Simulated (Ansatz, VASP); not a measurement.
**Na in VASP and in Ansatz**

INCAR

```
ALGO = Normal
EDIFF = 1E-7
ENCUT = 520
GGA = PE
ISIF = 2
ISMEAR = -1
LASPH = T
LCHARG = F
LREAL = F
LWAVE = F
NBANDS = 18
NELM = 60
PREC = Accurate
SIGMA = 0.08
```

Contents of KPOINTS:

```
k-points
0
Gamma
  6 6 8
```

File POSCAR:

```
Na
1.0
    4.6101509570      0.0000000000      0.0000000000
   -2.3050754785      3.9925078441      0.0000000000
    0.0000000000      0.0000000000      2.7360967008
Na
3
Direct
    0.0000000000      0.0000000000      0.0000000000
    0.3333333333      0.6666666667      0.5000000000
    0.6666666667      0.3333333333      0.5000000000
```

Input for Ansatz:

```yaml
crystal:
  lattice:
    - [4.610150957, 0.0, 0.0]
    - [-2.3050754785, 3.9925078441, 0.0]
    - [0.0, 0.0, 2.7360967008]
  atoms:
    - { symbol: Na, position: [0.0, 0.0, 0.0] }
    - { symbol: Na, position: [0.3333333333, 0.6666666667, 0.5] }
    - { symbol: Na, position: [0.6666666667, 0.3333333333, 0.5] }
kpoints:
  mp_grid: { grid: [6, 6, 8] }
  band_path:
    path:
      - [0.0, 0.0, 0.0]
      - [0.5, 0.0, 0.0]
      - [0.3333333333, 0.3333333333, 0.0]
      - [0.0, 0.0, 0.0]
      - [0.0, 0.0, 0.5]
      - [0.5, 0.0, 0.5]
      - [0.3333333333, 0.3333333333, 0.5]
      - [0.0, 0.0, 0.5]
      - [0.5, 0.0, 0.5]
    npoints: 8
scf:
  occupations: { method: fermi_dirac, width: 0.08 }
hamiltonian:
  xc: pbe
  pseudopotentials: { kind: all_electron, lapw: { basis_error: 0.001 } }
output:
  forces: true
  stress: true
  eigenvalues: true
  populations: true
  dos: { projected: true, de: 0.2, e_range: [-14, 8] }
```

Change from the starting cell: volume scaled by 0.45, LAPW.

Alike in both runs: task single point; functional PBE; k mesh 6 × 6 × 8; occupations fermi-dirac, width 0.08 eV; no spin polarisation.

```csv
,VASP,Ansatz
version,VASP 6.6.1,Ansatz 0.2.0
potentials or method,"VASP PAW PBE potentials, release 64 (Na_pv), cutoff 520 eV","all-electron LAPW, scalar-relativistic"
```

|  | VASP | Ansatz | Ansatz less VASP |
| --- | --- | --- | --- |
| pressure (GPa) | 27.1 | 27.0 | -0.10 |
| traceless stress, the component that is largest in VASP (GPa) | -0.62 | -0.63 | -0.003 |

Ansatz ran all-electron here, and VASP with PAW potentials.
